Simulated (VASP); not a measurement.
A run of VASP 6.6.1 is set up as follows.

POSCAR

```
In
1.0
    3.4278368316      0.0000000000      0.0000000000
   -1.7139184158      2.9685937762      0.0000000000
    0.0000000000      0.0000000000      5.7525631675
In
2
Direct
    0.6666666667      0.3333333333      0.7500000000
    0.3333333333      0.6666666667      0.2500000000
```

File INCAR.step1:

```
PREC = Accurate
ENCUT = 520
EDIFF = 1E-5
ISMEAR = -1
SIGMA = 0.05
LREAL = F
LASPH = T
NELM = 80
ALGO = Normal
ISIF = 2
LWAVE = T
LCHARG = F
GGA = PE
NBANDS = 20
```

INCAR.step2

```
PREC = Accurate
ENCUT = 520
EDIFF = 1E-6
ISMEAR = -1
SIGMA = 0.05
LREAL = F
LASPH = T
NELM = 80
ALGO = Normal
ISIF = 2
LWAVE = F
LCHARG = F
GGA = B3
LHFCALC = T
AEXX = 0.2
AGGAX = 0.72
AGGAC = 0.81
ALDAC = 0.19
PRECFOCK = Normal
ISTART = 1
NBANDS = 20
```

File KPOINTS:

```
regular mesh
0
Gamma
  5 5 3
```

Potentials or basis: VASP PAW PBE potentials, release 64 (In_d).

The run is started by

```console
$ cat potpaw_PBE.64/In_d/POTCAR > POTCAR
$ cp INCAR.step1 INCAR
$ mpirun -np 1 vasp_std > vasp.out
$ cp INCAR.step2 INCAR
$ mpirun -np 1 vasp_std > vasp.out
```

Estimate the band gap on the k mesh.

zero (bands 13 and 14 overlap by 2.47 eV).

Predict the pressure.

-0.1 GPa.

Caveat: the k points lie up to 0.42 Å⁻¹ apart, too coarse for converged energies and pressures of a metal; the PAW data sets were made with another functional, which shifts forces and pressure a little; spin-orbit coupling is left out, which moves the levels of the heavy elements.
